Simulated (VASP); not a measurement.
# SnTe (I4/mmm) in VASP: notebook

SnTe is run at these levels: LDA; tasks: single point.

Program: VASP 6.6.1. These are calculated values, not measurements. Logs are shortened: lines on timing, memory, paths and dates and some standing lists are left out, and cuts for length are marked.

## (1) The cell of the first run

The structure is tetragonal, space group I4/mmm (No. 139). The conventional cell has a = 4.256 Å, b = 4.256 Å, c = 6.674 Å, α = 90.00°, β = 90.00°, γ = 90.00°. Sn (site symmetry 4/mmm) has 6 Te at 3.01 to 3.34 Å within 4.0 Å. Te (site symmetry 4/mmm) has 6 Sn at 3.01 to 3.34 Å within 4.0 Å.

## (2) Single point, LDA

INCAR reads:

```
PREC = Accurate ; ENCUT = 520
EDIFF = 1E-7 ; ISMEAR = 0
SIGMA = 0.03 ; LREAL = F
LASPH = T ; NELM = 100
ALGO = Normal ; ISIF = 2
LWAVE = F ; LCHARG = F
GGA = CA ; NBANDS = 17
```

KPOINTS reads:

```
regular mesh
0
Gamma
  10 10 10
```

POSCAR reads:

```
SnTe
1.0
    0.0000000000      3.0094092235      3.3368578955
    3.0094092235      0.0000000000      3.3368578955
    3.0094092235      3.0094092235      0.0000000000
Sn Te
1 1
Direct
    0.0000000000      0.0000000000      0.0000000000
    0.5000000000      0.5000000000      0.5000000000
```

Potentials or basis: VASP PAW LDA potentials, release 64 (Sn_d, Te).

Started as:

```console
> cat potpaw_LDA.64/Sn_d/POTCAR potpaw_LDA.64/Te/POTCAR > POTCAR
> mpirun -np 1 vasp_std > vasp.out
```

OUTCAR:

```text
PREC = Accurate
   ENCUT = 520
   EDIFF = 1E-7
   ISMEAR = 0
   LREAL = F
   LASPH = T
   NELM = 100
   ISIF = 2
   GGA = CA

 ion  position               nearest neighbor table
   1  0.000  0.000  0.000-   2 3.01   2 3.01   2 3.01   2 3.01   2 3.34   2 3.34
   2  0.500  0.500  0.500-   1 3.01   1 3.01   1 3.01   1 3.01   1 3.34   1 3.34

  LATTYP: Found a body centered tetragonal cell.
 ALAT       =     4.2559473386
 C/A-ratio  =     1.5680917220

  Lattice vectors:

 A1 = (  -3.0094092235,   0.0000000000,   3.3368578955)
 A2 = (   3.0094092235,   0.0000000000,   3.3368578955)
 A3 = (   0.0000000000,   3.0094092235,  -3.3368578955)

Analysis of symmetry for initial positions (statically):
=====================================================================
 Subroutine PRICEL returns:
 Original cell was already a primitive cell.

 Routine SETGRP: Setting up the symmetry group for a
 body centered tetragonal supercell.

 Subroutine GETGRP returns: Found 16 space group operations
 (whereof 16 operations were pure point group operations)
 out of a pool of 16 trial point group operations.

The static configuration has the point symmetry D_4h.

Analysis of symmetry for dynamics (positions and initial velocities):
=====================================================================
 Subroutine PRICEL returns:
 Original cell was already a primitive cell.

 Routine SETGRP: Setting up the symmetry group for a
 body centered tetragonal supercell.

 Subroutine GETGRP returns: Found 16 space group operations
 (whereof 16 operations were pure point group operations)
 out of a pool of 16 trial point group operations.

The dynamic configuration has the point symmetry D_4h.

 Subroutine INISYM returns: Found 16 space group operations
 (whereof 16 operations are pure point group operations),
 and found     1 'primitive' translations

----------------------------------------------------------------------------------------

                                     Primitive cell

  volume of cell :      60.4408

  direct lattice vectors                    reciprocal lattice vectors
     0.000000000  3.009409224  3.336857896    -0.166145566  0.166145566  0.149841562
[... 81 lines left out ...]
   LNONCOLLINEAR =      F non collinear calculations
   LSORBIT =      F    spin-orbit coupling
   LASPH  =      T    aspherical Exc in radial PAW
   ENCUT  =  520.0 eV  38.22 Ry    6.18 a.u.   8.35  8.35  7.91*2*pi/ulx,y,z
   NELM   =    100;   NELMIN=  2; NELMDL= -5     # of ELM steps
   EDIFF  = 0.1E-06   stopping-criterion for ELM
   LREAL  =      F    real-space projection
   EDIFFG = 0.1E-05   stopping-criterion for IOM
   NSW    =      0    number of steps for IOM
   IBRION =     -1    ionic relax: 0-MD 1-quasi-New 2-CG
   NFREE  =      0    steps in history (QN), initial steepest desc. (CG)
   ISIF   =      2    stress and relaxation
   ISYM   =      2    0-nonsym 1-usesym 2-fastsym
   POTIM  = 0.5000    time-step for ionic-motion
   TEBEG  =    0.0;   TEEND  =   0.0 temperature during run
   PSTRESS=    0.0 pullay stress
   NELECT =      20.0000    total number of electrons
   NUPDOWN=      -1.0000    fix difference up-down
   EMIN   =  10.00;   EMAX   =-10.00  energy-range for DOS
   EFERMI =   0.00;   METHOD = LEGACY
   ISMEAR =     0;   SIGMA  =   0.03  broadening in eV -4-tet -1-fermi 0-gaus
   EFERMI_NEDOS =   21; number of points for ismear=-14 and -15
   IALGO  =     38    algorithm
   IMIX   =      4    mixing-type and parameters
     AMIX     =   0.40;   BMIX     =  1.00
     AMIX_MAG =   1.60;   BMIX_MAG =  1.00
  volume/ion in A,a.u.               =      30.22       203.94
  Fermi-wavevector in a.u.,A,eV,Ry     =   1.132335  2.139802 17.445139  1.282182
  Thomas-Fermi vector in A             =   2.269035
   LORBIT       =      0    0 simple, 1 ext, 2 COOP (PROOUT), +10 PAW based schemes
   GGA     = CA    functional components
   LHFCALC =     F    Hartree Fock is set to
   AEXX    =    0.0000 exact exchange contribution
   IVDW    =     0    specifies the selected vdW correction
   LEPSILON=     F    determine dielectric tensor
   LRPA    =     F    only Hartree local field effects (RPA)
 non-spin polarized calculation
 Gauss-broadening in eV      SIGMA  =   0.03
  energy-cutoff  :      520.00
  volume of cell :       60.44
 maximum number of plane-waves:      1645
 NGX is ok and might be reduce to    36

 number of electron      19.9999997 magnetization

 Free energy of the ion-electron system (eV)
  ---------------------------------------------------
  ext. energy  EPLUGINS =         0.00000000
  ---------------------------------------------------
  free energy    TOTEN  =        -8.66460385 eV

  energy without entropy =       -8.66436703  energy(sigma->0) =       -8.66448544

 E-fermi :   7.1717     XC(G=0):  -9.8773

 val. band max:        7.0740513804   @ k =  -0.4000   0.1000   0.2000
 cond. band min:       7.1856831735   @ k =   0.4000   0.0000   0.0000
 fundamental gap:      0.1116317931
 Fermi energy:         7.1717282208

 k-point     1 :       0.0000    0.0000    0.0000
  band No.  band energies     occupation
      1     -14.6480      2.00000
      2     -14.6247      2.00000
      3     -14.6247      2.00000
      4     -14.6203      2.00000
      5     -14.6072      2.00000
      6      -5.9646      2.00000
[... 457 lines left out ...]
      4     -14.6166      2.00000
      5     -14.6086      2.00000
      6      -4.9773      2.00000
[... 9 lines left out ...]
     16      16.1768      0.00000
     17      16.6621      0.00000

 [... further k-points ...]

------------------------ aborting loop because EDIFF is reached ----------------------------------------

  FORCE on cell =-STRESS in cart. coord.  units (eV):
  Direction    XX          YY          ZZ          XY          YZ          ZX
  --------------------------------------------------------------------------------------
  -------------------------------------------------------------------------------------
  Total        2.0391154      2.0391154     -2.4362356      0.0000000      0.0000000     -0.0000000
  in kB       54.0532952     54.0532952    -64.5802412      0.0000000      0.0000000     -0.0000000
  external PRESSURE =      14.5087830 kB  Pullay stress =       0.0000000 kB

 VOLUME and BASIS-vectors are now :
 -----------------------------------------------------------------------------
  energy-cutoff  :      520.00
  volume of cell :       60.44
      direct lattice vectors                 reciprocal lattice vectors
     0.000000000  3.009409224  3.336857896    -0.166145566  0.166145566  0.149841562
     3.009409224  0.000000000  3.336857896     0.166145566 -0.166145566  0.149841562
     3.009409224  3.009409224  0.000000000     0.166145566  0.166145566 -0.149841562

 POSITION                                       TOTAL-FORCE (eV/Angst)
 -----------------------------------------------------------------------------------
      0.00000      0.00000      0.00000        -0.000000      0.000000      0.000000
      3.00941      3.00941      3.33686         0.000000     -0.000000     -0.000000
 -----------------------------------------------------------------------------------
    total drift:                               -0.000000      0.000000      0.000000

  FREE ENERGIE OF THE ION-ELECTRON SYSTEM (eV)
  ---------------------------------------------------
  free  energy   TOTEN  =        -8.6646038542 eV

  energy  without entropy=       -8.6643670300  energy(sigma->0) =       -8.66448544
```

It took 3.1 min on 1 thread of Intel Xeon 8259CL, shared host; peak memory 0.24 GiB.

What came out:

```
Free energy            : -8.6646 eV
Pressure               : 1.5 GPa
Band gap on the k mesh : zero (bands 10 and 11 overlap by 0.29 eV)
```

Stress tensor (GPa, compression positive):
```
 5.41  0.00  0.00
 0.00  5.41  0.00
 0.00  0.00 -6.46
```

Caveat: the stress differs along the axes, from -6 to 5 GPa; semilocal functionals underestimate gaps, and a narrow one can read as zero; spin-orbit coupling is left out, which moves the levels of the heavy elements.

## (3) Single point, LDA

This run uses another cell than the first one, of the same volume but with other edges.

INCAR reads:

```
SYSTEM = SnTe
ALGO = Normal
EDIFF = 1E-6
ENCUT = 520
ISIF = 2
ISMEAR = 0
LASPH = .True.
LCHARG = .False.
LREAL = .False.
LWAVE = .False.
NBANDS = 17
NELM = 60
PREC = Accurate
SIGMA = 0.03
```

KPOINTS reads:

```
k-points
0
Gamma
  10 10 10
  0 0 0
```

POSCAR reads:

```
SnTe
1.0
    0.0000000000      3.2277083381      2.9002596661
    3.2277083381      0.0000000000      2.9002596661
    3.2277083381      3.2277083381      0.0000000000
Sn Te
1 1
Direct
    0.0000000000      0.0000000000      0.0000000000
    0.5000000000      0.5000000000      0.5000000000
```

Potentials or basis: VASP PAW LDA potentials, release 64 (Sn_d, Te).

Started as:

```console
> cat potpaw_LDA.64/Sn_d/POTCAR potpaw_LDA.64/Te/POTCAR > POTCAR
> mpirun -np 1 vasp_std > vasp.out
```

OUTCAR:

```text
SYSTEM = SnTe
   EDIFF = 1E-6
   ENCUT = 520
   ISIF = 2
   ISMEAR = 0
   LASPH = .True.
   LREAL = .False.
   NELM = 60
   PREC = Accurate

 ion  position               nearest neighbor table
   1  0.000  0.000  0.000-   2 2.90   2 2.90   2 3.23   2 3.23   2 3.23   2 3.23
   2  0.500  0.500  0.500-   1 2.90   1 2.90   1 3.23   1 3.23   1 3.23   1 3.23

  LATTYP: Found a body centered tetragonal cell.
 ALAT       =     4.5646689071
 C/A-ratio  =     1.2707426213

  Lattice vectors:
[... 667 lines left out ...]

------------------------ aborting loop because EDIFF is reached ----------------------------------------

  FORCE on cell =-STRESS in cart. coord.  units (eV):
  Direction    XX          YY          ZZ          XY          YZ          ZX
  --------------------------------------------------------------------------------------
  -------------------------------------------------------------------------------------
  Total       -1.5573762     -1.5573762      5.1659111      0.0000000      0.0000000      0.0000000
  in kB      -41.2903596    -41.2903596    136.9626239      0.0000000      0.0000000      0.0000000
  external PRESSURE =      18.1273016 kB  Pullay stress =       0.0000000 kB

 VOLUME and BASIS-vectors are now :
 -----------------------------------------------------------------------------
  energy-cutoff  :      520.00
  volume of cell :       60.43
      direct lattice vectors                 reciprocal lattice vectors
     0.000000000  3.227708338  2.900259666    -0.154908668  0.154908668  0.172398357
     3.227708338  0.000000000  2.900259666     0.154908668 -0.154908668  0.172398357
     3.227708338  3.227708338  0.000000000     0.154908668  0.154908668 -0.172398357

 POSITION                                       TOTAL-FORCE (eV/Angst)
 -----------------------------------------------------------------------------------
      0.00000      0.00000      0.00000        -0.000000      0.000000      0.000000
      3.22771      3.22771      2.90026         0.000000     -0.000000     -0.000000
 -----------------------------------------------------------------------------------
    total drift:                                0.000000     -0.000000     -0.000000

  FREE ENERGIE OF THE ION-ELECTRON SYSTEM (eV)
  ---------------------------------------------------
  free  energy   TOTEN  =        -8.5976731181 eV

  energy  without entropy=       -8.5972718308  energy(sigma->0) =       -8.59747247
```

Wall time 3.1 min (1 thread of Intel Xeon 8259CL, shared host); peak memory 0.24 GiB.

What came out:

```
Free energy            : -8.5977 eV
Pressure               : 1.8 GPa
Band gap on the k mesh : zero (bands 10 and 11 overlap by 0.01 eV)
```

Stress tensor (GPa, compression positive):
```
-4.13  0.00  0.00
 0.00 -4.13  0.00
 0.00  0.00 13.70
```

Caveat: the stress differs along the axes, from -4 to 14 GPa; semilocal functionals underestimate gaps, and a narrow one can read as zero; spin-orbit coupling is left out, which moves the levels of the heavy elements.

## (4) Single point, LDA

This run uses another cell than the first one, of 30.32 Å³/atom.

INCAR reads:

```
PREC = Accurate
ENCUT = 520
EDIFF = 1E-7
ISMEAR = 0
SIGMA = 0.03
LREAL = False
LASPH = True
NELM = 100
ALGO = Normal
ISIF = 2
LWAVE = False
LCHARG = False
GGA = CA
NBANDS = 17
```

KPOINTS reads:

```
regular mesh
0
Gamma
  10 10 10
```

POSCAR reads:

```
SnTe
1.0
    0.0000000000      3.1548899906      3.0458963612
    3.1548899906      0.0000000000      3.0458963612
    3.1548899906      3.1548899906      0.0000000000
Sn Te
1 1
Direct
    0.0000000000      0.0000000000      0.0000000000
    0.5000000000      0.5000000000      0.5000000000
```

Started as:

```console
> cat potpaw_LDA.64/Sn_d/POTCAR potpaw_LDA.64/Te/POTCAR > POTCAR
> mpirun -np 1 vasp_std > vasp.out
```

Wall time 2.7 min (1 thread of Intel Xeon 8259CL, shared host); peak memory 0.25 GiB.

It converged, with:

* Free energy: -8.8091 eV
* Pressure: 0.2 GPa
* Band gap on the k mesh: 0.29 eV

Stress tensor (GPa, compression positive):
```
-1.58  0.00  0.00
 0.00 -1.58  0.00
 0.00  0.00  3.79
```

Levels at points of the mesh, in eV from the valence-band top:
| k point | band 6 | band 7 | band 8 | band 9 | band 10 | band 11 | band 12 | band 13 | band 14 | band 15 |
| --- | --- | --- | --- | --- | --- | --- | --- | --- | --- | --- |
| (0.00, 0.00, 0.00) | -12.94 | -4.54 | -2.36 | -1.96 | -1.96 | 3.17 | 3.17 | 4.09 | 4.76 | 4.76 |
| (0.50, 0.00, 0.00) | -11.58 | -8.44 | -1.78 | -1.69 | 0.00 | 0.29 | 0.32 | 0.54 | 7.91 | 8.76 |
| (0.50, 0.50, 0.00) | -11.12 | -6.61 | -5.73 | -3.83 | -3.83 | 2.10 | 5.03 | 5.03 | 7.04 | 9.23 |
| (0.50, 0.00, 0.50) | -11.32 | -6.37 | -5.66 | -3.94 | -3.53 | 2.21 | 4.70 | 5.67 | 6.47 | 9.16 |

Caveat: the stress differs along the axes, from -2 to 4 GPa; semilocal functionals underestimate gaps, and a narrow one can read as zero; spin-orbit coupling is left out, which moves the levels of the heavy elements. A k mesh can miss the band edges.

(Continued in part 2 of 2.)

The gap in the log of VASP goes by the Fermi energy; the results here count the filled bands.